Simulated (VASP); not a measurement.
A run of VASP 6.6.1:

Contents of INCAR:

```
SYSTEM = Si2Mo
ALGO = Normal
EDIFF = 1E-8
ENCUT = 520
GGA = PS
IBRION = 8
ISIF = 2
ISMEAR = -1
LASPH = .True.
LCHARG = .False.
LREAL = .False.
LWAVE = .False.
NBANDS = 18
NELM = 80
NSW = 1
PREC = Accurate
SIGMA = 0.05
```

The input KPOINTS:

```
k-points
0
Gamma
  10 10 10
  0 0 0
```

Contents of POSCAR:

```
Si2Mo
1.0
   -1.6000000000      1.6000000000      3.9305000000
    1.6000000000     -1.6000000000      3.9305000000
    1.6000000000      1.6000000000     -3.9305000000
Mo Si
1 2
Direct
    0.0000000000      0.0000000000      0.0000000000
    0.6670000000      0.6670000000      0.0000000000
    0.3330000000      0.3330000000      0.0000000000
```

Potentials or basis: VASP PAW PBE potentials, release 64 (Mo_sv, Si).

Launch:

```console
$ cat potpaw_PBE.64/Mo_sv/POTCAR potpaw_PBE.64/Si/POTCAR > POTCAR
$ mpirun -np 1 vasp_std > vasp.out
```

Hardware: 1 thread of Intel(R) Xeon(R) 6975P-C (Granite Rapids) (shared host).

Question: How long does it take, and how much memory?

Answer: Wall time 7.2 min on 1 thread of Intel(R) Xeon(R) 6975P-C (Granite Rapids), with other jobs on the host, peak memory 0.69 GiB. Counts: scf iterations 70, k points 102.
